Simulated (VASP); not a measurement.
Wanted: the native input for a VASP 6.6.1 run.

* Task: single point
* Functional: PBE
* Potentials or basis: VASP PAW PBE potentials, release 64 (As, O)
* Cutoff: 520 eV
* k mesh: 4 × 4 × 4
* Occupations: gaussian, width 0.1 eV
* Spin: no spin polarisation
* Dipole correction: no
* Further INCAR settings: ALGO = Normal; EDIFF = 1e-07; NBANDS = 38

The structure of As3O2 lies in POSCAR:

```
As3O2
1.0
    0.0000000000      4.1306135000      6.2535325300
    3.8291342100      0.0000000000      6.2535325300
    3.8291342100      4.1306135000      0.0000000000
As O
6 4
Direct
    0.8528821500      0.8528821500      0.1471178500
    0.1471178500      0.1471178500      0.8528821500
    0.7204356000      0.1332809800      0.2795644000
    0.8667190200      0.2795644000      0.1332809800
    0.2795644000      0.8667190200      0.7204356000
    0.1332809800      0.7204356000      0.8667190200
    0.2500000000      0.2500000000      0.2500000000
    0.7500000000      0.7500000000      0.7500000000
    0.7203946100      0.2796053900      0.7203946100
    0.2796053900      0.7203946100      0.2796053900
```

The cell was built from a structure type or drawn by symmetry, and may not be a known phase.

One way to write it, as run:

INCAR

```
SYSTEM = As3O2
PREC = Accurate
ENCUT = 520
EDIFF = 1E-7
ISMEAR = 0
SIGMA = 0.1
LREAL = .False.
LASPH = .True.
NELM = 60
ALGO = Normal
ISIF = 2
LWAVE = .False.
LCHARG = .False.
GGA = PE
NBANDS = 38
```

KPOINTS

```
Automatic mesh
0
Gamma
  4 4 4
  0 0 0
```

Potentials or basis: VASP PAW PBE potentials, release 64 (As, O).

Launch:

```bash
$ cat potpaw_PBE.64/As/POTCAR potpaw_PBE.64/O/POTCAR > POTCAR
$ mpirun -np 1 vasp_std > vasp.out
```

Results of the run:

```
Pressure               : 46.0 GPa
Largest force          : 19.043 eV/Å
Band gap on the k mesh : zero (bands 27 and 28 overlap by 0.31 eV)
```

Caveat: the cell stands under pressure; forces of over 1 eV/Å act on the atoms, so gaps and moduli don't describe the material at rest.

Wall time 120 s on 1 thread of Intel(R) Xeon(R) 6975P-C (Granite Rapids), on a shared host, peak memory 0.39 GiB.
